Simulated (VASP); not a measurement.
Write the native input for VASP 6.6.1 that does the following.

```
Task                   : single point
Functional             : r2SCAN
Potentials or basis    : VASP PAW PBE potentials, release 64 (Ti_sv)
Cutoff                 : 520 eV
k mesh                 : 20 × 20 × 20
Occupations            : gaussian, width 0.15 eV
Spin                   : no spin polarisation
Dipole correction      : no
Further INCAR settings : ALGO = Normal; EDIFF = 1e-06; NBANDS = 12
```

The system is Ti.

```
Ti
1.0
    -1.64100    1.64100    1.70664
     1.64100   -1.64100    1.70664
     1.64100    1.64100   -1.70664
Ti
1
Direct
  0.00000 0.00000 0.00000
```

This cell differs from its parent crystal: strain +0.000 along x and y, +0.040 along z.

The input as run:

POSCAR

```
Ti
1.0
   -1.6410000000      1.6410000000      1.7066400000
    1.6410000000     -1.6410000000      1.7066400000
    1.6410000000      1.6410000000     -1.7066400000
Ti
1
Direct
    0.0000000000      0.0000000000      0.0000000000
```

INCAR.step1

```
ALGO = Normal
EDIFF = 1E-4
ENCUT = 520
GGA = PE
ISMEAR = 0
LASPH = True
LCHARG = False
LREAL = False
LWAVE = True
NBANDS = 12
NELM = 80
PREC = Accurate
SIGMA = 0.15
```

INCAR.step2

```
ALGO = Normal
EDIFF = 1E-6
ENCUT = 520
ISIF = 2
ISMEAR = 0
ISTART = 1
LASPH = True
LCHARG = True
LELF = True
LMIXTAU = True
LREAL = False
LVHAR = True
LWAVE = False
METAGGA = R2SCAN
NBANDS = 12
NELM = 80
PREC = Accurate
SIGMA = 0.15
```

KPOINTS

```
k-points
0
Gamma
  20 20 20
```

Potentials or basis: VASP PAW PBE potentials, release 64 (Ti_sv).

Command:

```sh
$ cat potpaw_PBE.64/Ti_sv/POTCAR > POTCAR
$ cp INCAR.step1 INCAR
$ mpirun -np 1 vasp_std > vasp.out
$ cp INCAR.step2 INCAR
$ mpirun -np 1 vasp_std > vasp.out
```

Results of the run:

```json
{"Pressure": "-6.3 GPa", "Band gap on the k mesh": "zero (bands 6 and 7 overlap by 1.67 eV)"}
```

Caveat: the cell differs from its parent crystal (strain +0.000 along x and y, +0.040 along z); the cell stands under tension; the PAW data sets were made with another functional, which shifts forces and pressure a little.

It took 2.4 min on 1 thread of Intel(R) Xeon(R) 6975P-C (Granite Rapids), on a shared host, peak memory 0.25 GiB.
